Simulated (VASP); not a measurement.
## Ge: single point with PBE

The system is Ge.

```
Ge
1.0
     5.93000    0.00000    0.00000
     0.00000    5.93000    0.00000
     0.00000    0.00000    6.98000
Ge
12
Direct
  0.08990 0.08990 0.00000
  0.41010 0.58990 0.75000
  0.91010 0.91010 0.50000
  0.58990 0.41010 0.25000
  0.17234 0.36912 0.25950
  0.13088 0.67234 0.00950
  0.82766 0.63088 0.75950
  0.86912 0.32766 0.50950
  0.67234 0.13088 0.99050
  0.63088 0.82766 0.24050
  0.32766 0.86912 0.49050
  0.36912 0.17234 0.74050
```

```yaml
Program: VASP 6.6.1
Task: single point
Functional: PBE
Potentials_or_basis: VASP PAW PBE potentials, release 64 (Ge_d)
Cutoff: 500 eV
k_mesh: 8 × 8 × 7
Occupations: fermi-dirac, width 0.02 eV
Spin: no spin polarisation
```

```
Pressure               : 2.9 GPa
Largest force          : 0.011 eV/Å
Band gap on the k mesh : 0.56 eV
```

Forces on the atoms (eV/Å):
```
Ge  -0.001 -0.001  0.000
Ge   0.001 -0.001  0.000
Ge   0.001  0.001  0.000
Ge  -0.001  0.001  0.000
Ge   0.010 -0.006 -0.001
Ge   0.006  0.010 -0.001
Ge  -0.010  0.006 -0.001
Ge  -0.006 -0.010 -0.001
Ge   0.010  0.006  0.001
Ge   0.006 -0.010  0.001
Ge  -0.010 -0.006  0.001
Ge  -0.006  0.010  0.001
```

Stress tensor (GPa, compression positive):
```
3.07 0.00 0.00
0.00 3.07 0.00
0.00 0.00 2.48
```

Levels at points of the mesh, in eV from the valence-band top:
| k point | band 82 | band 83 | band 84 | band 85 | band 86 | band 87 |
| --- | --- | --- | --- | --- | --- | --- |
| (0.00, 0.00, 0.00) | -0.97 | -0.97 | -0.21 | 1.45 | 1.73 | 1.73 |
| (0.50, 0.00, 0.00) | -0.54 | -0.04 | -0.04 | 1.20 | 1.20 | 2.26 |
| (0.50, 0.50, 0.00) | -0.29 | -0.06 | -0.06 | 1.18 | 1.18 | 1.62 |

Run time: 4.8 min on 4 MPI ranks on Intel(R) Xeon(R) Platinum 8375C CPU @ 2.90GHz (Ice Lake), on a shared host, peak memory 0.92 GiB a rank.

Caveat: an odd mesh through Γ misses points on the zone boundary, where band edges can lie.
